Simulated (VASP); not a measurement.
Wanted: the native input for a VASP 6.6.1 run.

- Task: single point
- Functional: PBEsol
- Potentials or basis: VASP PAW PBE potentials, release 64 (Mg, O)
- Cutoff: 520 eV
- k mesh: 10 × 10 × 10
- Occupations: gaussian, width 0.05 eV
- Spin: no spin polarisation
- Dipole correction: no
- Further INCAR settings: ALGO = Normal; EDIFF = 1e-06; NBANDS = 11

The structure of MgO lies in POSCAR:

```
MgO
1.0
    0.0000000000      2.1351500000      2.1351500000
    2.1351500000      0.0000000000      2.1351500000
    2.1351500000      2.1351500000      0.0000000000
Mg O
1 1
Direct
    0.0000000000      0.0000000000      0.0000000000
    0.5000000000      0.5000000000      0.5289777502
```

This cell differs from its parent crystal: all O atoms moved +0.087 Å, as atom 2 along Cartesian [1 1 0].

These files were run (other wordings do the same):

INCAR

```
SYSTEM = MgO
  ALGO = Normal
  EDIFF = 1E-6
  ENCUT = 520
  GGA = PS
  ISIF = 2
  ISMEAR = 0
  LASPH = .True.
  LCHARG = .False.
  LREAL = .False.
  LWAVE = .False.
  NBANDS = 11
  NELM = 100
  PREC = Accurate
  SIGMA = 0.05
```

KPOINTS

```
k-points
0
Gamma
  10 10 10
  0 0 0
```

Potentials or basis: VASP PAW PBE potentials, release 64 (Mg, O).

Launch:

```bash
$ cat potpaw_PBE.64/Mg/POTCAR potpaw_PBE.64/O/POTCAR > POTCAR
$ mpirun -np 1 vasp_std > vasp.out
```

Results of the run:

The pressure is -5.6 GPa, the largest force is 0.391 eV/Å and the band gap on the k mesh is 4.25 eV, direct.

Caveat: the cell differs from its parent crystal (all O atoms moved +0.087 Å, as atom 2 along Cartesian [1 1 0]); the PAW data sets were made with another functional, which shifts forces and pressure a little.

It took 35 s on 1 thread of Intel(R) Xeon(R) Platinum 8259CL CPU @ 2.50GHz (Skylake/Cascade Lake) (shared host), peak memory 0.16 GiB.
